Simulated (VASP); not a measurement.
GaP: single point with r2SCAN

GaP:

```xyz
4
Lattice="1.9407 1.1205 6.4295 -1.9407 1.1205 6.4295 0.0000 -2.2410 6.4295" Properties=species:S:1:pos:R:3 pbc="T T T"
Ga    0.0000    0.0000    8.4024
Ga    0.0000    0.0000   10.8860
P     0.0000    0.0000    1.1099
P     0.0000    0.0000   18.1785
```

```yaml
Program: VASP 6.6.1
Task: single point
Functional: r2SCAN
Potentials_or_basis: VASP PAW PBE potentials, release 64 (Ga_d, P)
Cutoff: 520 eV
k_mesh: 9 × 9 × 9
Occupations: gaussian, width 0.02 eV
Spin: no spin polarisation
Dipole_correction: no
Further_INCAR_settings: ALGO = Normal; EDIFF = 1e-06; NBANDS = 26
```

The pressure is -2.3 GPa and the largest force is 0.064 eV/Å. The band gap on the k mesh is 1.15 eV (least direct gap 1.51 eV).

Forces on the atoms (eV/Å):
```
Ga   0.000  0.000  0.000
Ga   0.000  0.000  0.000
P    0.000  0.000 -0.064
P    0.000  0.000  0.064
```

Stress tensor (GPa, compression positive):
```
-2.24  0.00  0.00
 0.00 -2.24  0.00
 0.00  0.00 -2.48
```

Levels at points of the mesh, in eV from the valence-band top:
```tsv
k point	band 15	band 16	band 17	band 18	band 19	band 20	band 21	band 22
(0.00, 0.00, 0.00)	-1.87	-0.25	0.00	0.00	1.51	1.96	3.04	3.94
```

Wall time 20 min on 1 thread of AMD EPYC 9R45 96-Core Processor (Zen 5) (shared host), peak memory 0.49 GiB.

Caveat: the PAW data sets were made with another functional, which shifts forces and pressure a little. A k mesh can miss the band edges.
